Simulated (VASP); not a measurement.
Wanted: the native input for a VASP 6.6.1 run.

| Quantity | Value |
| --- | --- |
| Task | single point |
| Functional | PBE |
| Potentials or basis | VASP PAW PBE potentials, release 64 (Mo_sv, Si) |
| Cutoff | 520 eV |
| k mesh | 10 × 10 × 10 |
| Occupations | fermi-dirac, width 0.05 eV |
| Spin | no spin polarisation |
| Dipole correction | no |
| Further INCAR settings | ALGO = Normal; EDIFF = 1e-07; NBANDS = 18 |

The structure of Si2Mo (fluorite type) lies in POSCAR:

```
Si2Mo
1.0
    0.0000000000      2.8054539270      2.8054539270
    2.8054539270      0.0000000000      2.8054539270
    2.8054539270      2.8054539270      0.0000000000
Mo Si
1 2
Direct
    0.0000000000      0.0000000000      0.0000000000
    0.2500000000      0.2500000000      0.2500000000
    0.7500000000      0.7500000000      0.7500000000
```

This cell differs from its parent crystal: volume scaled by 0.88.

The input as run:

INCAR

```
SYSTEM = Si2Mo
  PREC = Accurate
  ENCUT = 520
  EDIFF = 1E-7
  ISMEAR = -1
  SIGMA = 0.05
  LREAL = .FALSE.
  LASPH = .TRUE.
  NELM = 80
  ALGO = Normal
  ISIF = 2
  LWAVE = .FALSE.
  LCHARG = .TRUE.
  GGA = PE
  LELF = .TRUE.
  LVHAR = .TRUE.
  NBANDS = 18
```

KPOINTS

```
Automatic mesh
0
G
  10 10 10
  0 0 0
```

Potentials or basis: VASP PAW PBE potentials, release 64 (Mo_sv, Si).

Command:

```bash
$ cat potpaw_PBE.64/Mo_sv/POTCAR potpaw_PBE.64/Si/POTCAR > POTCAR
$ mpirun -np 1 vasp_std > vasp.out
```

It gave:

```
Pressure               : 21.9 GPa
Band gap on the k mesh : zero (band 11 reaches 11.67 eV, above the bottom of band 12 at 9.96 eV)
```

It took 19 s on 1 thread of AMD EPYC 9R45 96-Core Processor (Zen 5), with other jobs on the host, peak memory 0.16 GiB.
